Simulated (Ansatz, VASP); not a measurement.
# Two plane-wave programs on SrCl2

The input POSCAR:

```
SrCl2
1.0
   -1.1020045878      3.0305126165      3.0305126165
    3.0305126165     -1.1020045878      3.0305126165
    3.0305126165      3.0305126165     -1.1020045878
Sr Cl
1 2
Direct
    0.0000000000      0.0000000000      0.0000000000
    0.2500000000      0.2500000000      0.2500000000
    0.7500000000      0.7500000000      0.7500000000
```

INCAR.step1

```
SYSTEM = SrCl2
PREC = Accurate
ENCUT = 520
ISMEAR = 0
SIGMA = 0.05
LREAL = .FALSE.
LASPH = .TRUE.
NELM = 100
NBANDS = 19
GGA = PE
ALGO = Normal
EDIFF = 1E-4
LWAVE = .TRUE.
LCHARG = .FALSE.
```

File INCAR.step2:

```
SYSTEM = SrCl2
PREC = Accurate
ENCUT = 520
EDIFF = 1E-7
ISMEAR = 0
SIGMA = 0.05
LREAL = .FALSE.
LASPH = .TRUE.
NELM = 100
ALGO = Normal
ISIF = 2
LWAVE = .FALSE.
LCHARG = .FALSE.
METAGGA = R2SCAN
LMIXTAU = .TRUE.
NBANDS = 19
ISTART = 1
```

Contents of KPOINTS:

```
regular mesh
0
G
  6 6 6
  0 0 0
```

Input for Ansatz:

```yaml
crystal:
  lattice:
    - [-1.1020045878, 3.0305126165, 3.0305126165]
    - [3.0305126165, -1.1020045878, 3.0305126165]
    - [3.0305126165, 3.0305126165, -1.1020045878]
  atoms:
    - { symbol: Sr, position: [0.0, 0.0, 0.0] }
    - { symbol: Cl, position: [0.25, 0.25, 0.25] }
    - { symbol: Cl, position: [0.75, 0.75, 0.75] }
basis:
  ecutwfc: 500
kpoints:
  mp_grid: { grid: [6, 6, 6] }
hamiltonian:
  xc: r2scan
scf:
  occupations: { method: gaussian, width: 0.05 }
output:
  forces: true
  stress: true
  eigenvalues: true
```

Alike in both runs: task single point; functional r2SCAN; k mesh 6 × 6 × 6; occupations gaussian, width 0.05 eV; no spin polarisation.

```csv
,VASP,Ansatz
version,VASP 6.6.1,Ansatz 0.2.0
potentials or method,"VASP PAW PBE potentials, release 64 (Sr_sv, Cl), cutoff 520 eV","scalar-relativistic, plane waves, PAW"
valence electrons in the cell,24,24
```

```tsv
	VASP	Ansatz	Ansatz less VASP
gap on the k mesh at the Fermi level (eV)	4.05	4.09	+0.035
least direct gap on the mesh (eV)	4.05	4.09	+0.035
rms of the force components (eV/Å)	5.359	5.237	-0.1221
```

VASP's potentials were made for PBE, not for r2SCAN. Atom by atom the forces differ by 0.122 eV/Å (rms over components).
